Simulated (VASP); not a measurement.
Input of a VASP 6.6.1 run:

INCAR

```
SYSTEM = ZnRe
  ALGO = Normal
  EDIFF = 1E-6
  ENCUT = 560
  GGA = PE
  GGA_COMPAT = .False.
  ISIF = 2
  ISMEAR = 1
  LASPH = .True.
  LCHARG = .True.
  LELF = .True.
  LREAL = .False.
  LVHAR = .True.
  LWAVE = .False.
  NBANDS = 20
  NELM = 120
  PREC = Accurate
  SIGMA = 0.05
```

File KPOINTS:

```
k-points
0
Gamma
  18 18 10
  0 0 0
```

The input POSCAR:

```
ZnRe
1.0
    2.7482183437      0.0000000000      0.0000000000
   -1.3741091718      2.3800269008      0.0000000000
    0.0000000000      0.0000000000      4.4940660000
Re Zn
1 1
Direct
    0.3333333333      0.6666666667      0.5000000000
    0.0000000000      0.0000000000      0.0000000000
```

Potentials or basis: VASP PAW PBE potentials, release 64 (Re_sv_GW, Zn).

The run is started by

```sh
$ cat potpaw_PBE.64/Re_sv_GW/POTCAR potpaw_PBE.64/Zn/POTCAR > POTCAR
$ mpirun -np 1 vasp_std > vasp.out
```

(1) Estimate the pressure.

(2) What does it give for the band gap on the k mesh?

## Answers

(1) -1.9 GPa.

(2) zero (an odd number of electrons rules out a gap without spin polarisation).

Caveat: spin-orbit coupling is left out, which moves the levels of the heavy elements.
